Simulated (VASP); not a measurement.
# SnTe (F-43m) in VASP: settings compared, part 2 of 3

VASP 6.6.1.

### 3 Single point, HSE06

POSCAR reads:

```
SnTe
1.0
    0.0000000000      3.5839840079      3.5839840079
    3.5839840079      0.0000000000      3.5839840079
    3.5839840079      3.5839840079      0.0000000000
Sn Te
1 1
Direct
    0.0000000000      0.0000000000      0.0000000000
    0.2500000000      0.2500000000      0.2500000000
```

INCAR.step1 reads:

```
SYSTEM = SnTe
  ALGO = Normal
  EDIFF = 1E-5
  ENCUT = 400
  GGA = PE
  GGA_COMPAT = .FALSE.
  ISIF = 2
  ISMEAR = -1
  LASPH = .TRUE.
  LCHARG = .FALSE.
  LREAL = .FALSE.
  LWAVE = .TRUE.
  NBANDS = 17
  NELM = 120
  PREC = Accurate
  SIGMA = 0.02
```

INCAR.step2 reads:

```
SYSTEM = SnTe
  ALGO = Normal
  EDIFF = 1E-6
  ENCUT = 400
  GGA = PE
  GGA_COMPAT = .FALSE.
  HFSCREEN = 0.2079
  ISIF = 2
  ISMEAR = -1
  ISTART = 1
  LASPH = .TRUE.
  LCHARG = .FALSE.
  LHFCALC = .TRUE.
  LREAL = .FALSE.
  LWAVE = .FALSE.
  NBANDS = 17
  NELM = 120
  PREC = Accurate
  PRECFOCK = Normal
  SIGMA = 0.02
```

KPOINTS reads:

```
k-points
0
G
  4 4 4
  0 0 0
```

Potentials or basis: VASP PAW PBE potentials, release 64 (Sn_d, Te).

Launch:

```
$ cat potpaw_PBE.64/Sn_d/POTCAR potpaw_PBE.64/Te/POTCAR > POTCAR
$ cp INCAR.step1 INCAR
$ mpirun -np 1 vasp_std > vasp.out
$ cp INCAR.step2 INCAR
$ mpirun -np 1 vasp_std > vasp.out
```

OUTCAR:

```text
SYSTEM = SnTe
   EDIFF = 1E-6
   ENCUT = 400
   GGA = PE
   HFSCREEN = 0.2079
   ISIF = 2
   ISMEAR = -1
   ISTART = 1
   LASPH = .TRUE.
   LHFCALC = .TRUE.
   LREAL = .FALSE.
   NELM = 120
   PREC = Accurate
   PRECFOCK = Normal

 ion  position               nearest neighbor table
   1  0.000  0.000  0.000-   2 3.10   2 3.10   2 3.10   2 3.10
   2  0.250  0.250  0.250-   1 3.10   1 3.10   1 3.10   1 3.10

  LATTYP: Found a face centered cubic cell.
 ALAT       =     7.1679680158

  Lattice vectors:

 A1 = (   0.0000000000,   3.5839840079,   3.5839840079)
 A2 = (   3.5839840079,   0.0000000000,   3.5839840079)
 A3 = (   3.5839840079,   3.5839840079,   0.0000000000)

Analysis of symmetry for initial positions (statically):
=====================================================================
 Subroutine PRICEL returns:
 Original cell was already a primitive cell.

 Routine SETGRP: Setting up the symmetry group for a
 face centered cubic supercell.

 Subroutine GETGRP returns: Found 24 space group operations
 (whereof 24 operations were pure point group operations)
 out of a pool of 48 trial point group operations.

The static configuration has the point symmetry T_d .

Analysis of symmetry for dynamics (positions and initial velocities):
=====================================================================
 Subroutine PRICEL returns:
 Original cell was already a primitive cell.

 Routine SETGRP: Setting up the symmetry group for a
 face centered cubic supercell.

 Subroutine GETGRP returns: Found 24 space group operations
 (whereof 24 operations were pure point group operations)
 out of a pool of 48 trial point group operations.

The dynamic configuration has the point symmetry T_d .

 Subroutine INISYM returns: Found 24 space group operations
 (whereof 24 operations are pure point group operations),
 and found     1 'primitive' translations

----------------------------------------------------------------------------------------

                                     Primitive cell

  volume of cell :      92.0721

  direct lattice vectors                    reciprocal lattice vectors
     0.000000000  3.583984008  3.583984008    -0.139509551  0.139509551  0.139509551
     3.583984008  0.000000000  3.583984008     0.139509551 -0.139509551  0.139509551
     3.583984008  3.583984008  0.000000000     0.139509551  0.139509551 -0.139509551

  length of vectors
     5.068518791  5.068518791  5.068518791     0.241637631  0.241637631  0.241637631

  position of ions in fractional coordinates (direct lattice)
     0.000000000  0.000000000  0.000000000
     0.250000000  0.250000000  0.250000000

  ion indices of the primitive-cell ions
   primitive index   ion index
                 1           1
                 2           2

----------------------------------------------------------------------------------------

 KPOINTS: k-points

Automatic generation of k-mesh.
 Grid dimensions read from file:
 generate k-points for:    4    4    4

 Generating k-lattice:

  Cartesian coordinates                     Fractional coordinates (reciprocal lattice)
    -0.034877388  0.034877388  0.034877388     0.250000000  0.000000000  0.000000000
     0.034877388 -0.034877388  0.034877388     0.000000000  0.250000000  0.000000000
     0.034877388  0.034877388 -0.034877388     0.000000000  0.000000000  0.250000000

  Length of vectors
     0.060409408  0.060409408  0.060409408

  Shift w.r.t. Gamma in fractional coordinates (k-lattice)
     0.000000000  0.000000000  0.000000000

 Subroutine IBZKPT returns following result:
 ===========================================

 Found      8 irreducible k-points:

 Following reciprocal coordinates:
            Coordinates               Weight
  0.000000  0.000000  0.000000      1.000000
  0.250000  0.000000  0.000000      8.000000
  0.500000  0.000000  0.000000      4.000000
  0.250000  0.250000  0.000000      6.000000
  0.500000  0.250000  0.000000     24.000000
 -0.250000  0.250000  0.000000     12.000000
  0.500000  0.500000  0.000000      3.000000
 -0.250000  0.500000  0.250000      6.000000
   k-points           NKPTS =      8   k-points in BZ     NKDIM =     64   number of bands    NBANDS=     17
   number of dos      NEDOS =    301   number of ions     NIONS =      2
   total plane-waves  NPLWV =  46656
   dimension x,y,z NGX =    36 NGY =   36 NGZ =   36
   dimension x,y,z NGXF=    72 NGYF=   72 NGZF=   72
   ions per type =               1   1
   NGX,Y,Z   is equivalent  to a cutoff of  11.81, 11.81, 11.81 a.u.
   NGXF,Y,Z  is equivalent  to a cutoff of  23.62, 23.62, 23.62 a.u.
 SYSTEM =  SnTe
   PREC   = accura    normal or accurate (medium, high low for compatibility)
   ISTART =      1    job   : 0-new  1-cont  2-samecut
   ICHARG =      0    charge: 1-file 2-atom 10-const
   ISPIN  =      1    spin polarized calculation?
   LNONCOLLINEAR =      F non collinear calculations
   LSORBIT =      F    spin-orbit coupling
   LASPH  =      T    aspherical Exc in radial PAW
   ENCUT  =  400.0 eV  29.40 Ry    5.42 a.u.   8.27  8.27  8.27*2*pi/ulx,y,z
   NELM   =    120;   NELMIN=  2; NELMDL=  0     # of ELM steps
   EDIFF  = 0.1E-05   stopping-criterion for ELM
   LREAL  =      F    real-space projection
   EDIFFG = 0.1E-04   stopping-criterion for IOM
   NSW    =      0    number of steps for IOM
   IBRION =     -1    ionic relax: 0-MD 1-quasi-New 2-CG
   NFREE  =      0    steps in history (QN), initial steepest desc. (CG)
   ISIF   =      2    stress and relaxation
   ISYM   =      3    0-nonsym 1-usesym 2-fastsym
   POTIM  = 0.5000    time-step for ionic-motion
   TEBEG  =    0.0;   TEEND  =   0.0 temperature during run
   PSTRESS=    0.0 pullay stress
   NELECT =      20.0000    total number of electrons
   NUPDOWN=      -1.0000    fix difference up-down
   EMIN   =  10.00;   EMAX   =-10.00  energy-range for DOS
   EFERMI =   0.00;   METHOD = LEGACY
   ISMEAR =    -1;   SIGMA  =   0.02  broadening in eV -4-tet -1-fermi 0-gaus
   EFERMI_NEDOS =   21; number of points for ismear=-14 and -15
   IALGO  =     38    algorithm
   IMIX   =      1    mixing-type and parameters
     AMIX     =   0.40;   BMIX     =  1.00
     AMIX_MAG =   1.60;   BMIX_MAG =  1.00
  volume/ion in A,a.u.               =      46.04       310.67
  Fermi-wavevector in a.u.,A,eV,Ry     =   0.984107  1.859692 13.176775  0.968466
  Thomas-Fermi vector in A             =   2.115314
   LORBIT       =      0    0 simple, 1 ext, 2 COOP (PROOUT), +10 PAW based schemes
   GGA     = PE    functional components
   LHFCALC =     T    Hartree Fock is set to
   PRECFOCK=normal    Normal, Fast or Accurate (Low or Medium for compatibility)
   ENCUT4O =  -1.0   cutoff for four orbital integrals eV
   NKREDX  =     1    reduce k-point grid by
   NKREDY  =     1    reduce k-point grid by
   NKREDZ  =     1    reduce k-point grid by
   AEXX    =    0.2500 exact exchange contribution
   HFSCREEN=    0.2079 screening length (either q_TF or 0.3 A-1)
   HFSCREENC=   0.2079 screening length for correlation (either q_TF or 0.3 A-1)
   ENCUTFOCK=  -1.0 apply spherical cutoff to Coloumb kernel
   IVDW    =     0    specifies the selected vdW correction
   LEPSILON=     F    determine dielectric tensor
   LRPA    =     F    only Hartree local field effects (RPA)
 non-spin polarized calculation
  energy-cutoff  :      400.00
  volume of cell :       92.07
 maximum number of plane-waves:      1700
 NGX is ok and might be reduce to    36
  NGX = 28; NGY = 28; NGZ = 28

 number of electron      19.9999996 magnetization

 Free energy of the ion-electron system (eV)
  ---------------------------------------------------
  ext. energy  EPLUGINS =         0.00000000
  ---------------------------------------------------
  free energy    TOTEN  =        -8.44668114 eV

  energy without entropy =       -8.44665045  energy(sigma->0) =       -8.44666579

 E-fermi :   3.4015     XC(G=0):  -6.3611

 val. band max:        3.2492844165   @ k =  -0.2500   0.5000   0.2500
 cond. band min:       3.5398161619   @ k =   0.5000   0.5000   0.0000
 fundamental gap:      0.2905317454
 Fermi energy:         3.4014866913

 k-point     1 :       0.0000    0.0000    0.0000
  band No.  band energies     occupation
      1     -20.9467      2.00000
      2     -20.9467      2.00000
      3     -20.9467      2.00000
      4     -20.9341      2.00000
      5     -20.9341      2.00000
      6      -9.7011      2.00000
[... 137 lines left out ...]
      4     -20.9347      2.00000
      5     -20.9337      2.00000
      6      -8.7784      2.00000
[... 9 lines left out ...]
     16      11.7489      0.00000
     17      11.7674      0.00000

------------------------ aborting loop because EDIFF is reached ----------------------------------------

  FORCE on cell =-STRESS in cart. coord.  units (eV):
  Direction    XX          YY          ZZ          XY          YZ          ZX
  --------------------------------------------------------------------------------------
  -------------------------------------------------------------------------------------
  Total       -0.0921464     -0.0921464     -0.0921464      0.0000000     -0.0000000     -0.0000000
  in kB       -1.6034697     -1.6034697     -1.6034697      0.0000000     -0.0000000     -0.0000000
  external PRESSURE =      -1.6034697 kB  Pullay stress =       0.0000000 kB

 VOLUME and BASIS-vectors are now :
 -----------------------------------------------------------------------------
  energy-cutoff  :      400.00
  volume of cell :       92.07
      direct lattice vectors                 reciprocal lattice vectors
     0.000000000  3.583984008  3.583984008    -0.139509551  0.139509551  0.139509551
     3.583984008  0.000000000  3.583984008     0.139509551 -0.139509551  0.139509551
     3.583984008  3.583984008  0.000000000     0.139509551  0.139509551 -0.139509551

 POSITION                                       TOTAL-FORCE (eV/Angst)
 -----------------------------------------------------------------------------------
      0.00000      0.00000      0.00000         0.000000      0.000000      0.000000
      1.79199      1.79199      1.79199        -0.000000     -0.000000     -0.000000
 -----------------------------------------------------------------------------------
    total drift:                                0.000002     -0.000005     -0.000004

  FREE ENERGIE OF THE ION-ELECTRON SYSTEM (eV)
  ---------------------------------------------------
  free  energy   TOTEN  =        -8.4466811382 eV

  energy  without entropy=       -8.4466504487  energy(sigma->0) =       -8.44666579
```

Wall time 8.9 min (1 thread of Intel Xeon 6975P-C (Granite Rapids), shared host); peak memory 0.31 GiB.

What came out:

```
Free energy            : -8.4467 eV
Pressure               : -0.2 GPa
Band gap on the k mesh : 0.29 eV (least direct gap 1.12 eV)
```

Levels at points of the mesh, in eV from the valence-band top:
```
           k point  band 8  band 9  band 10  band 11  band 12  band 13
(0.00, 0.00, 0.00)   -2.37   -2.37    -2.37     1.29     1.29     1.29
(0.50, 0.00, 0.00)   -2.97   -2.97    -2.31     2.16     2.16     3.98
(0.50, 0.50, 0.00)   -3.71   -3.71    -0.83     0.29     4.55     4.55
```

Caveat: the structure was generated, so it needn't be the stable form of SnTe; the PAW data sets were made with another functional, which shifts forces and pressure a little; spin-orbit coupling is left out, which moves the levels of the heavy elements.

(Continued in part 3 of 3.)
